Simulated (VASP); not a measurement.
# HfB4C (P-6m2) in VASP: single point with PBE

Aim: the single point of HfB4C with PBE.

Everything below comes from runs of VASP 6.6.1. Logs are shortened: lines on timing, memory, paths and dates and some standing lists are left out, and cuts for length are marked.

**1. The cell of the first run**

It takes space group P-6m2 (No. 187, hexagonal). The conventional cell has a = 2.924 Å, b = 2.924 Å, c = 7.533 Å, α = 90.00°, β = 90.00°, γ = 120.00°. Hf (site symmetry -6m2) has 8 B at 2.21 to 2.27 Å within 2.9 Å. Within 2.4 Å of B (site symmetry 3m) lie 3 B at 1.82 Å and 1 Hf at 2.21 Å and 3 C at 2.30 Å. Within 2.4 Å of B (site symmetry 3m) lie 3 B at 1.82 Å and 1 C at 2.25 Å and 3 Hf at 2.27 Å. C (site symmetry -6m2) has 8 B at 2.25 to 2.30 Å and 6 C at 2.92 Å within 3.0 Å.

**2. Single point, PBE**

Contents of INCAR:

```
SYSTEM = HfB4C
PREC = Accurate ; ENCUT = 520
EDIFF = 1E-6 ; ISMEAR = 0
SIGMA = 0.1 ; LREAL = .False.
LASPH = .True. ; NELM = 60
ALGO = Normal ; ISIF = 2
LWAVE = .False. ; LCHARG = .False.
GGA = PE ; NBANDS = 22
```

Contents of KPOINTS:

```
regular mesh
0
Gamma
  6 6 2
  0 0 0
```

Contents of POSCAR:

```
HfB4C
1.0
    2.9240217700      0.0000000000      0.0000000000
   -1.4620108900      2.5322771400      0.0000000000
    0.0000000000      0.0000000000      7.5328336300
Hf B C
1 4 1
Direct
    0.0000000000      0.0000000000      0.0000000000
    0.0000000000      0.0000000000      0.7071691200
    0.6666666700      0.3333333300      0.7986019800
    0.6666666700      0.3333333300      0.2013980200
    0.0000000000      0.0000000000      0.2928308800
    0.6666666700      0.3333333300      0.5000000000
```

Potentials or basis: VASP PAW PBE potentials, release 64 (Hf_pv, B, C).

Started as:

```console
$ cat potpaw_PBE.64/Hf_pv/POTCAR potpaw_PBE.64/B/POTCAR potpaw_PBE.64/C/POTCAR > POTCAR
$ mpirun -np 1 vasp_std > vasp.out
```

OUTCAR:

```text
SYSTEM = HfB4C
   PREC = Accurate
   ENCUT = 520
   EDIFF = 1E-6
   ISMEAR = 0
   LREAL = .False.
   LASPH = .True.
   NELM = 60
   ISIF = 2
   GGA = PE

 ion  position               nearest neighbor table
   1  0.000  0.000  0.000-   2 2.21   5 2.21   4 2.27   3 2.27   3 2.27   4 2.27   3 2.27   4 2.27

   2  0.000  0.000  0.707-   3 1.82   3 1.82   3 1.82   1 2.21
   3  0.667  0.333  0.799-   2 1.82   2 1.82   2 1.82   1 2.27   1 2.27   1 2.27
   4  0.667  0.333  0.201-   5 1.82   5 1.82   5 1.82   1 2.27   1 2.27   1 2.27
   5  0.000  0.000  0.293-   4 1.82   4 1.82   4 1.82   1 2.21
   6  0.667  0.333  0.500-

  LATTYP: Found a hexagonal cell.
 ALAT       =     2.9240217700
 C/A-ratio  =     2.5761893113

  Lattice vectors:

 A1 = (   2.9240217700,   0.0000000000,   0.0000000000)
 A2 = (  -1.4620108900,   2.5322771400,   0.0000000000)
 A3 = (   0.0000000000,   0.0000000000,   7.5328336300)

Analysis of symmetry for initial positions (statically):
=====================================================================
 Subroutine PRICEL returns:
 Original cell was already a primitive cell.

 Routine SETGRP: Setting up the symmetry group for a
 hexagonal supercell.

 Subroutine GETGRP returns: Found 12 space group operations
 (whereof 12 operations were pure point group operations)
 out of a pool of 24 trial point group operations.

The static configuration has the point symmetry D_3h.

Analysis of symmetry for dynamics (positions and initial velocities):
=====================================================================
 Subroutine PRICEL returns:
 Original cell was already a primitive cell.

 Routine SETGRP: Setting up the symmetry group for a
 hexagonal supercell.

 Subroutine GETGRP returns: Found 12 space group operations
 (whereof 12 operations were pure point group operations)
 out of a pool of 24 trial point group operations.

The dynamic configuration has the point symmetry D_3h.

 Subroutine INISYM returns: Found 12 space group operations
 (whereof 12 operations are pure point group operations),
 and found     1 'primitive' translations

----------------------------------------------------------------------------------------

[... 88 lines left out ...]
   NELM   =     60;   NELMIN=  2; NELMDL= -5     # of ELM steps
   EDIFF  = 0.1E-05   stopping-criterion for ELM
   LREAL  =      F    real-space projection
   EDIFFG = 0.1E-04   stopping-criterion for IOM
   NSW    =      0    number of steps for IOM
   IBRION =     -1    ionic relax: 0-MD 1-quasi-New 2-CG
   NFREE  =      0    steps in history (QN), initial steepest desc. (CG)
   ISIF   =      2    stress and relaxation
   ISYM   =      2    0-nonsym 1-usesym 2-fastsym
   POTIM  = 0.5000    time-step for ionic-motion
   TEBEG  =    0.0;   TEEND  =   0.0 temperature during run
   PSTRESS=    0.0 pullay stress
   NELECT =      26.0000    total number of electrons
   NUPDOWN=      -1.0000    fix difference up-down
   EMIN   =  10.00;   EMAX   =-10.00  energy-range for DOS
   EFERMI =   0.00;   METHOD = LEGACY
   ISMEAR =     0;   SIGMA  =   0.10  broadening in eV -4-tet -1-fermi 0-gaus
   EFERMI_NEDOS =   21; number of points for ismear=-14 and -15
   IALGO  =     38    algorithm
   IMIX   =      4    mixing-type and parameters
     AMIX     =   0.40;   BMIX     =  1.00
     AMIX_MAG =   1.60;   BMIX_MAG =  1.00
  volume/ion in A,a.u.               =       9.30        62.73
  Fermi-wavevector in a.u.,A,eV,Ry     =   1.269353  2.398730 21.922496  1.611258
  Thomas-Fermi vector in A             =   2.402399
   LORBIT       =      0    0 simple, 1 ext, 2 COOP (PROOUT), +10 PAW based schemes
   GGA     = PE    functional components
   LHFCALC =     F    Hartree Fock is set to
   AEXX    =    0.0000 exact exchange contribution
   IVDW    =     0    specifies the selected vdW correction
   LEPSILON=     F    determine dielectric tensor
   LRPA    =     F    only Hartree local field effects (RPA)
 non-spin polarized calculation
 Gauss-broadening in eV      SIGMA  =   0.10
  energy-cutoff  :      520.00
  volume of cell :       55.78
 maximum number of plane-waves:      1553
 NGX is ok and might be reduce to    24
   NGX = 11   NGY = 11   NGZ = 29

 number of electron      26.0000004 magnetization

 Free energy of the ion-electron system (eV)
  ---------------------------------------------------
  ext. energy  EPLUGINS =         0.00000000
  ---------------------------------------------------
  free energy    TOTEN  =       -38.32083386 eV

  energy without entropy =      -38.29825490  energy(sigma->0) =      -38.30954438

 E-fermi :   5.7927     XC(G=0): -11.8952

 val. band max:        5.7911795746   @ k =   0.3333   0.1667   0.5000
 cond. band min:       5.8586438151   @ k =   0.1667   0.1667   0.0000
 fundamental gap:      0.0674642405
 Fermi energy:         5.7927262230

 k-point     1 :       0.0000    0.0000    0.0000
  band No.  band energies     occupation
      1     -23.9099      2.00000
      2     -22.9014      2.00000
      3     -22.9014      2.00000
      4      -8.1947      2.00000
      5      -5.6042      2.00000
      6      -4.6899      2.00000
[... 339 lines left out ...]
     21      13.8897      0.00000
     22      15.8356      0.00000

------------------------ aborting loop because EDIFF is reached ----------------------------------------

  FORCE on cell =-STRESS in cart. coord.  units (eV):
  Direction    XX          YY          ZZ          XY          YZ          ZX
  --------------------------------------------------------------------------------------
  -------------------------------------------------------------------------------------
  Total        9.5232694      9.5232694     -5.2964780     -0.0000000      0.0000000      0.0000000
  in kB      273.5561221    273.5561234   -152.1414486     -0.0000005      0.0000000      0.0000000
  external PRESSURE =     131.6569323 kB  Pullay stress =       0.0000000 kB

 VOLUME and BASIS-vectors are now :
 -----------------------------------------------------------------------------
  energy-cutoff  :      520.00
  volume of cell :       55.78
      direct lattice vectors                 reciprocal lattice vectors
     2.924021770  0.000000000  0.000000000     0.341994718  0.197450743  0.000000000
    -1.462010890  2.532277140  0.000000000     0.000000000  0.394901484  0.000000000
     0.000000000  0.000000000  7.532833630     0.000000000  0.000000000  0.132752169

 POSITION                                       TOTAL-FORCE (eV/Angst)
 -----------------------------------------------------------------------------------
      0.00000      0.00000      0.00000         0.000000      0.000000     -0.000000
      0.00000      0.00000      5.32699         0.000000      0.000000     -1.488733
      1.46201      0.84409      6.01574        -0.000000      0.000000     -4.923610
      1.46201      0.84409      1.51710        -0.000000      0.000000      4.923610
      0.00000      0.00000      2.20585         0.000000      0.000000      1.488733
      1.46201      0.84409      3.76642        -0.000000      0.000000     -0.000000
 -----------------------------------------------------------------------------------
    total drift:                               -0.000006      0.000004     -0.000000

  FREE ENERGIE OF THE ION-ELECTRON SYSTEM (eV)
  ---------------------------------------------------
  free  energy   TOTEN  =       -38.3208338628 eV

  energy  without entropy=      -38.2982549044  energy(sigma->0) =      -38.30954438
```

stdout:

```text
POSCAR found type information on POSCAR HfB C
 POSCAR found :  3 types and       6 ions
 scaLAPACK will be used
 LDA part: xc-table for (Slater+PW92), standard interpolation
 POSCAR, INCAR and KPOINTS ok, starting setup
 FFT: planning ... GRIDC
 FFT: planning ... GRID_SOFT
 FFT: planning ... GRID
 WAVECAR not read
 entering main loop
```

Wall time 28 s (1 thread of AMD EPYC 7R43 (Zen 3), shared host); peak memory 0.15 GiB.

What came out:

```
Free energy            : -38.3208 eV
Pressure               : 13.2 GPa
Largest force          : 4.924 eV/Å
Band gap on the k mesh : zero (band 13 reaches 7.16 eV, above the bottom of band 14 at 4.77 eV)
```

Forces in eV/Å, atoms in the order of the input:
```
Hf   0.000  0.000  0.000
B    0.000  0.000 -1.489
B    0.000  0.000 -4.924
B    0.000  0.000  4.924
B    0.000  0.000  1.489
C    0.000  0.000  0.000
```

Stress tensor (GPa, compression positive):
```
 27.36   0.00   0.00
  0.00  27.36   0.00
  0.00   0.00 -15.21
```

Caveat: the k points lie up to 0.42 Å⁻¹ apart; spin-orbit coupling is left out, which moves the levels of the heavy elements; forces of over 1 eV/Å act on the atoms, so gaps and moduli don't describe the material at rest.
